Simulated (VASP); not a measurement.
# Hg (R-3m) in VASP: single point with PBE

Aim: the single point of Hg with PBE.

All numbers are computed with VASP 6.6.1; they aren't measurements. Logs are shortened: lines on timing, memory, paths and dates and some standing lists are left out, and cuts for length are marked.

## (1) The cell of the first run

The structure is trigonal, space group R-3m (No. 166). The conventional cell has a = 3.460 Å, b = 3.460 Å, c = 6.702 Å, α = 90.00°, β = 90.00°, γ = 120.00°. Hg (site symmetry -3m) has 12 Hg at 3.00 to 3.46 Å within 3.9 Å.

## (2) Single point, PBE, non-collinear spin, zero start, spin-orbit coupling

File INCAR:

```
SYSTEM = Hg
PREC     = Accurate       ! precision mode
ENCUT    = 520            ! plane-wave cutoff, eV
EDIFF    = 1E-7           ! SCF threshold, eV
ISMEAR   = -1             ! smearing method
SIGMA    = 0.03           ! smearing width, eV
LREAL    = .FALSE.        ! projectors in reciprocal space
LASPH    = .TRUE.         ! aspherical terms in the spheres
NELM     = 150            ! most SCF steps
ALGO     = Normal         ! electronic algorithm
ISIF     = 2              ! what is computed and relaxed
LWAVE    = .FALSE.        ! write WAVECAR
LCHARG   = .FALSE.        ! write CHGCAR
MAGMOM   = 0 0 0          ! initial moments
LORBIT   = 11             ! projections on sites
LSORBIT  = .TRUE.         ! spin-orbit coupling
GGA_COMPAT= .FALSE.      
LORBMOM  = .TRUE.       
GGA      = PE             ! functional
NBANDS   = 23             ! bands
```

File KPOINTS:

```
regular mesh
0
G
  15 15 15
  0 0 0
```

File POSCAR:

```
Hg
1.0
    1.7300004553      0.9988162286      2.2340000000
   -1.7300004553      0.9988162286      2.2340000000
    0.0000000000     -1.9976324571      2.2340000000
Hg
1
Direct
    0.0000000000      0.0000000000      0.0000000000
```

Potentials or basis: VASP PAW PBE potentials, release 64 (Hg).

On the command line:

```console
> cat potpaw_PBE.64/Hg/POTCAR > POTCAR
> mpirun -np 1 vasp_ncl > vasp.out
```

OUTCAR:

```text
SYSTEM = Hg
   PREC = Accurate
   ENCUT = 520
   EDIFF = 1E-7
   ISMEAR = -1
   LREAL = .FALSE.
   LASPH = .TRUE.
   NELM = 150
   ISIF = 2
   LORBIT = 11
   LSORBIT = .TRUE.
   GGA = PE

 ion  position               nearest neighbor table
   1  0.000  0.000  0.000-

  LATTYP: Found a trigonal (rhomboedric) cell.
 ALAT       =     2.9968802835
 COS(alpha) =     0.3335253405

  Lattice vectors:

 A1 = (   1.7300004553,   0.9988162286,   2.2340000000)
 A2 = (  -1.7300004553,   0.9988162286,   2.2340000000)
 A3 = (   0.0000000000,  -1.9976324571,   2.2340000000)

Analysis of symmetry for initial positions (statically):
=====================================================================
 Subroutine PRICEL returns:
 Original cell was already a primitive cell.

 Routine SETGRP: Setting up the symmetry group for a
 trigonal (rhombohedral) supercell.

 Subroutine GETGRP returns: Found 12 space group operations
 (whereof 12 operations were pure point group operations)
 out of a pool of 12 trial point group operations.

The static configuration has the point symmetry D_3d.

Analysis of symmetry for dynamics (positions and initial velocities):
=====================================================================
 Subroutine PRICEL returns:
 Original cell was already a primitive cell.

 Routine SETGRP: Setting up the symmetry group for a
 trigonal (rhombohedral) supercell.

 Subroutine GETGRP returns: Found 12 space group operations
 (whereof 12 operations were pure point group operations)
 out of a pool of 12 trial point group operations.

The dynamic configuration has the point symmetry D_3d.

Analysis of structural, dynamic, and magnetic symmetry:
=====================================================================
 Subroutine PRICEL returns:
 Original cell was already a primitive cell.

 Routine SETGRP: Setting up the symmetry group for a
 trigonal (rhombohedral) supercell.

 Subroutine GETGRP returns: Found 12 space group operations
 (whereof 12 operations were pure point group operations)
 out of a pool of 12 trial point group operations.

The overall configuration has the point symmetry D_3d.

 Subroutine INISYM returns: Found 12 space group operations
 (whereof 12 operations are pure point group operations),
 and found     1 'primitive' translations

----------------------------------------------------------------------------------------

                                     Primitive cell

  volume of cell :      23.1615

  direct lattice vectors                    reciprocal lattice vectors
     1.730000455  0.998816229  2.234000000     0.289017265  0.166864196  0.149209191
    -1.730000455  0.998816229  2.234000000    -0.289017265  0.166864196  0.149209191
     0.000000000 -1.997632457  2.234000000     0.000000000 -0.333728391  0.149209191

  length of vectors
     2.996880284  2.996880284  2.996880284     0.365565346  0.365565346  0.365565346

  position of ions in fractional coordinates (direct lattice)
     0.000000000  0.000000000  0.000000000

  ion indices of the primitive-cell ions
   primitive index   ion index
                 1           1

----------------------------------------------------------------------------------------

 KPOINTS: regular mesh

Automatic generation of k-mesh.
 Grid dimensions read from file:
 generate k-points for:   15   15   15

 Generating k-lattice:

  Cartesian coordinates                     Fractional coordinates (reciprocal lattice)
     0.019267818  0.011124280  0.009947279     0.066666667  0.000000000  0.000000000
    -0.019267818  0.011124280  0.009947279     0.000000000  0.066666667  0.000000000
     0.000000000 -0.022248559  0.009947279    -0.000000000 -0.000000000  0.066666667

  Length of vectors
     0.024371023  0.024371023  0.024371023

  Shift w.r.t. Gamma in fractional coordinates (k-lattice)
     0.000000000  0.000000000  0.000000000

 Subroutine IBZKPT returns following result:
[... 41 lines left out ...]
   ISTART =      0    job   : 0-new  1-cont  2-samecut
   ICHARG =      2    charge: 1-file 2-atom 10-const
   ISPIN  =      1    spin polarized calculation?
   LNONCOLLINEAR =      T non collinear calculations
   LSORBIT =      T    spin-orbit coupling
   LASPH  =      T    aspherical Exc in radial PAW
   ENCUT  =  520.0 eV  38.22 Ry    6.18 a.u.   5.57  5.57  5.57*2*pi/ulx,y,z
   NELM   =    150;   NELMIN=  2; NELMDL= -5     # of ELM steps
   EDIFF  = 0.1E-06   stopping-criterion for ELM
   LREAL  =      F    real-space projection
   EDIFFG = 0.1E-05   stopping-criterion for IOM
   NSW    =      0    number of steps for IOM
   IBRION =     -1    ionic relax: 0-MD 1-quasi-New 2-CG
   NFREE  =      0    steps in history (QN), initial steepest desc. (CG)
   ISIF   =      2    stress and relaxation
   ISYM   =      2    0-nonsym 1-usesym 2-fastsym
   POTIM  = 0.5000    time-step for ionic-motion
   TEBEG  =    0.0;   TEEND  =   0.0 temperature during run
   PSTRESS=    0.0 pullay stress
   NELECT =      12.0000    total number of electrons
   NUPDOWN=      -1.0000    fix difference up-down
   EMIN   =  10.00;   EMAX   =-10.00  energy-range for DOS
   EFERMI =   0.00;   METHOD = LEGACY
   ISMEAR =    -1;   SIGMA  =   0.03  broadening in eV -4-tet -1-fermi 0-gaus
   EFERMI_NEDOS =   21; number of points for ismear=-14 and -15
   IALGO  =     38    algorithm
   IMIX   =      4    mixing-type and parameters
     AMIX     =   0.40;   BMIX     =  1.00
     AMIX_MAG =   1.60;   BMIX_MAG =  1.00
  volume/ion in A,a.u.               =      23.16       156.30
  Fermi-wavevector in a.u.,A,eV,Ry     =   1.314861  2.484727 23.522560  1.728859
  Thomas-Fermi vector in A             =   2.445084
   LORBIT       =     11    0 simple, 1 ext, 2 COOP (PROOUT), +10 PAW based schemes
   GGA     = PE    functional components
   LHFCALC =     F    Hartree Fock is set to
   AEXX    =    0.0000 exact exchange contribution
   IVDW    =     0    specifies the selected vdW correction
   LEPSILON=     F    determine dielectric tensor
   LRPA    =     F    only Hartree local field effects (RPA)
  energy-cutoff  :      520.00
  volume of cell :       23.16
 maximum number of plane-waves:      1292
   NGX = 11   NGY = 11   NGZ = 11

 number of electron      12.0000003 magnetization      -0.0000000      0.0000000      0.0000000

 number of electron      12.0000003 magnetization       0.0000000      0.0000000      0.0000000

 number of electron      12.0000003 magnetization      -0.0000000     -0.0000000     -0.0000000

 Free energy of the ion-electron system (eV)
  ---------------------------------------------------
  ext. energy  EPLUGINS =         0.00000000
  ---------------------------------------------------
  free energy    TOTEN  =        -0.34540710 eV

  energy without entropy =       -0.34456047  energy(sigma->0) =       -0.34498378

 E-fermi :   2.9173     XC(G=0): -10.9496

 val. band max:        2.9139910402   @ k =  -0.2667   0.4667   0.2667
 cond. band min:       2.9326976600   @ k =  -0.4000   0.4667   0.0667
 fundamental gap:      0.0187066198
 Fermi energy:         2.9173024430

 k-point     1 :       0.0000    0.0000    0.0000
  band No.  band energies     occupation
      1      -6.3905      1.00000
      2      -6.3905      1.00000
      3      -5.3948      1.00000
      4      -5.3948      1.00000
      5      -5.3670      1.00000
      6      -5.3670      1.00000
[... 613 lines left out ...]
     22      21.5532      0.00000
     23      22.6079      0.00000

 [... further k-points ...]
[... 5 lines left out ...]
  --------------------------------------------------------------------------------------
  -------------------------------------------------------------------------------------
  Total        0.7779048      0.7779048      0.7779752      0.0000000      0.0000000      0.0000000
  in kB       53.8109680     53.8109680     53.8158387      0.0000000      0.0000000      0.0000000
  external PRESSURE =      53.8125916 kB  Pullay stress =       0.0000000 kB

 VOLUME and BASIS-vectors are now :
 -----------------------------------------------------------------------------
  energy-cutoff  :      520.00
  volume of cell :       23.16
      direct lattice vectors                 reciprocal lattice vectors
     1.730000455  0.998816229  2.234000000     0.289017265  0.166864196  0.149209191
    -1.730000455  0.998816229  2.234000000    -0.289017265  0.166864196  0.149209191
     0.000000000 -1.997632457  2.234000000     0.000000000 -0.333728391  0.149209191

 POSITION                                       TOTAL-FORCE (eV/Angst)
 -----------------------------------------------------------------------------------
      0.00000      0.00000      0.00000         0.000000     -0.000000     -0.000000
 -----------------------------------------------------------------------------------
    total drift:                                0.000000     -0.000000      0.000000

  FREE ENERGIE OF THE ION-ELECTRON SYSTEM (eV)
  ---------------------------------------------------
  free  energy   TOTEN  =        -0.3454071038 eV

  energy  without entropy=       -0.3445604659  energy(sigma->0) =       -0.34498378

 orbital moment (x)

 # of ion     p       d       tot
 ----------------------------------------
  1         0.000   0.000   0.000
 ----------------------------------------
            0.000   0.000   0.000

 orbital moment (y)

 # of ion     p       d       tot
 ----------------------------------------
  1         0.000   0.000   0.000
 ----------------------------------------
            0.000   0.000   0.000

 orbital moment (z)

 # of ion     p       d       tot
 ----------------------------------------
  1        -0.000   0.000  -0.000
 ----------------------------------------
           -0.000   0.000  -0.000

 Spin-Orbit-Coupling matrix elements

 Ion:    1  E_soc:     -0.5424984
 l=   1
     0.0000000    -0.0219996    -0.0193834
    -0.0219996     0.0000000    -0.0219996
    -0.0193834    -0.0219996     0.0000000
 l=   2
     0.0000000    -0.0139477     0.0000000    -0.0139477    -0.0537674
    -0.0139477     0.0000000    -0.0418813    -0.0145458    -0.0139477
     0.0000000    -0.0418813     0.0000000    -0.0418813     0.0000000
    -0.0139477    -0.0145458    -0.0418813     0.0000000    -0.0139477
    -0.0537674    -0.0139477     0.0000000    -0.0139477     0.0000000
 l=   3
     0.0000000     0.0000000     0.0000000     0.0000000     0.0000000     0.0000000     0.0000000
     0.0000000     0.0000000     0.0000000     0.0000000     0.0000000     0.0000000     0.0000000
     0.0000000     0.0000000     0.0000000     0.0000000     0.0000000     0.0000000     0.0000000
     0.0000000     0.0000000     0.0000000     0.0000000     0.0000000     0.0000000     0.0000000
     0.0000000     0.0000000     0.0000000     0.0000000     0.0000000     0.0000000     0.0000000
     0.0000000     0.0000000     0.0000000     0.0000000     0.0000000     0.0000000     0.0000000
     0.0000000     0.0000000     0.0000000     0.0000000     0.0000000     0.0000000     0.0000000

 total charge

# of ion       s       p       d       tot
------------------------------------------
    1        0.869   0.292   9.325  10.486

 magnetization (x)

# of ion       s       p       d       tot
------------------------------------------
    1       -0.000   0.000  -0.000  -0.000

 magnetization (y)

# of ion       s       p       d       tot
------------------------------------------
    1        0.000   0.000   0.000   0.000

 magnetization (z)

# of ion       s       p       d       tot
------------------------------------------
    1        0.000   0.000   0.000   0.000
```

Wall time 7.3 min (1 thread of Intel Xeon 8259CL, shared host); peak memory 0.38 GiB.

What came out:

- Free energy: -0.3454 eV
- Pressure: 5.4 GPa
- Net moment: 0.00 μB per cell
- Valence electrons inside the program's atomic spheres: Hg 10.49

Moments on the atoms (μB; x, y, z):
```
Hg  0.00 0.00 0.00
```

Caveat: the cell stands under pressure.
